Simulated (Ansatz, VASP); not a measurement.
# F in VASP and in Ansatz

```xyz
4
Lattice="3.1160 -1.7343 -0.2403 3.1160 1.7343 -0.2403 -2.3599 0.0000 6.9525" Properties=species:S:1:pos:R:3 pbc="T T T"
F     0.3069    0.0000    0.6128
F     3.5651    0.0000    5.8590
F     1.7247    0.0000    3.8867
F     2.1474    0.0000    2.5851
```

Change from the starting cell: volume 18.294 Å^3 an atom, stretch along a over the lengths across it, relative to the relaxed cell 1.0326.

Alike in both runs: task single point; functional PBEsol; k mesh 4 × 4 × 2; occupations gaussian, width 0.05 eV; no spin polarisation.

|  | VASP | Ansatz |
| --- | --- | --- |
| version | VASP 6.6.1 | Ansatz 0.2.0 |
| potentials or method | VASP PAW PBE potentials, release 64 (F), cutoff 520 eV | scalar-relativistic, plane waves, PAW |
| valence electrons in the cell | 28 | 28 |

Ansatz gave:

```
gap on the k mesh at the Fermi level (eV)                     : 3.47
least direct gap on the mesh (eV)                             : 3.57
pressure (GPa)                                                : 2.7
traceless stress, the component that is largest in VASP (GPa) : 4.08
rms of the force components (eV/Å)                            : 0.737
```

What did VASP give for the same quantities?

gap on the k mesh at the Fermi level (eV): 3.38; least direct gap on the mesh (eV): 3.48; pressure (GPa): 3.2; traceless stress, the component that is largest in VASP (GPa): 5.69; rms of the force components (eV/Å): 1.029.

VASP's potentials were made for PBE, not for PBEsol. Atom by atom the forces differ by 0.292 eV/Å (rms over components).

The k mesh is coarse, so the values compare programs but aren't converged.
